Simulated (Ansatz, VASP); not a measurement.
## ZrC in VASP and in Ansatz

```
Zr C
1.0
     3.45799    0.00000    0.00000
    -1.72900    2.99471    0.00000
     0.00000    0.00000    5.39381
Zr C
2 2
Direct
  0.66667 0.33333 0.75000
  0.33333 0.66667 0.25000
  0.00000 0.00000 0.50000
  0.00000 0.00000 0.00000
```

Change from the starting cell: volume scaled by 1.06.

Alike in both runs: task single point; functional PBEsol; k mesh 9 × 9 × 5; occupations fermi-dirac, width 0.05 eV; no spin polarisation.

```csv
,VASP,Ansatz
version,VASP 6.6.1,Ansatz 0.2.0
potentials or method,"VASP PAW PBE potentials, release 64 (Zr_sv, C), cutoff 520 eV","all-electron LAPW, scalar-relativistic"
```

|  | VASP | Ansatz | Ansatz less VASP |
| --- | --- | --- | --- |
| gap on the k mesh at the Fermi level (eV) | none | none | - |
| pressure (GPa) | -17.9 | -18.1 | -0.23 |
| traceless stress, the component that is largest in VASP (GPa) | 1.41 | 1.43 | +0.014 |

VASP's potentials were made for PBE, not for PBEsol. A gap of «none» marks a metal or a gap that the smearing closes. Ansatz ran all-electron here, and VASP with PAW potentials.
